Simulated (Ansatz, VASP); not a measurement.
## BP: VASP beside Ansatz

File POSCAR:

```
BP
1.0
    0.0000000000      2.2600000000      2.2600000000
    2.2600000000      0.0000000000      2.2600000000
    2.2600000000      2.2600000000      0.0000000000
B P
1 1
Direct
    0.0000000000      0.0000000000      0.0000000000
    0.2500000000      0.2500000000      0.2500000000
```

The input INCAR.step1:

```
ALGO = Normal
EDIFF = 1E-5
ENCUT = 550
GGA = PE
GGA_COMPAT = F
ISMEAR = 0
LASPH = T
LCHARG = F
LREAL = F
LWAVE = T
NBANDS = 11
NELM = 120
PREC = Accurate
SIGMA = 0.1
```

The input INCAR.step2:

```
ALGO = Normal
EDIFF = 1E-6
ENCUT = 550
GGA_COMPAT = F
ISIF = 2
ISMEAR = 0
ISTART = 1
LASPH = T
LCHARG = F
LMIXTAU = T
LREAL = F
LWAVE = F
METAGGA = R2SCAN
NBANDS = 11
NELM = 120
PREC = Accurate
SIGMA = 0.1
```

KPOINTS

```
k-points
0
Gamma
  8 8 8
```

Input for Ansatz:

```yaml
crystal:
  lattice:
    - [0.0, 2.26, 2.26]
    - [2.26, 0.0, 2.26]
    - [2.26, 2.26, 0.0]
  atoms:
    - { symbol: B, position: [0.0, 0.0, 0.0] }
    - { symbol: P, position: [0.25, 0.25, 0.25] }
basis:
  ecutwfc: 500
kpoints:
  mp_grid: { grid: [8, 8, 8] }
hamiltonian:
  xc: r2scan
  pseudopotentials: { kind: paw, azcp: { folder: soft_1 } }
scf:
  occupations: { method: gaussian, width: 0.1 }
output:
  forces: true
  stress: true
  eigenvalues: true
```

Alike in both runs: task single point; functional r2SCAN; k mesh 8 × 8 × 8; occupations gaussian, width 0.1 eV; no spin polarisation.

|  | VASP | Ansatz |
| --- | --- | --- |
| version | VASP 6.6.1 | Ansatz 0.2.0 |
| potentials or method | VASP PAW PBE potentials, release 64 (B, P), cutoff 550 eV | scalar-relativistic, plane waves, PAW |
| valence electrons in the cell | 8 | 8 |

```tsv
	VASP	Ansatz	Ansatz less VASP
gap on the k mesh at the Fermi level (eV)	1.46	1.43	-0.031
least direct gap on the mesh (eV)	3.66	3.61	-0.044
pressure (GPa)	1.4	1.9	+0.51
```

VASP's potentials were made for PBE, not for r2SCAN.
